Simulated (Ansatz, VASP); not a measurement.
## Ru in VASP and in Ansatz

```xyz
2
Lattice="2.6895 0.0000 0.0000 -1.3447 2.3292 0.0000 0.0000 0.0000 4.2520" Properties=species:S:1:pos:R:3 pbc="T T T"
Ru    0.0000    1.5528    1.0630
Ru    1.3447    0.7764    3.1890
```

Alike in both runs: functional PBEsol; k mesh 18 × 18 × 10; occupations gaussian, width 0.1 eV; no spin polarisation.

Ansatz relaxed the structure, and its values are those at the end. VASP's run is a single point on that final structure, the one shown.

|  | VASP | Ansatz |
| --- | --- | --- |
| version | VASP 6.6.1 | Ansatz 0.2.0 |
| potentials or method | VASP PAW PBE potentials, release 64 (Ru_pv), cutoff 520 eV | scalar-relativistic, plane waves, PAW |
| valence electrons in the cell | 28 | 32 |

|  | VASP | Ansatz | Ansatz less VASP |
| --- | --- | --- | --- |
| gap on the k mesh at the Fermi level (eV) | none | none | - |
| pressure (GPa) | 0.0 | 0.0 | +0.05 |

VASP's potentials were made for PBE, not for PBEsol. A gap of «none» marks a metal or a gap that the smearing closes. The functional is the same, so the differences come from potentials, cutoffs and numerics. VASP's potentials hold 28 valence electrons a cell and Ansatz's 32, so a difference there can come from the potentials and not from the codes.
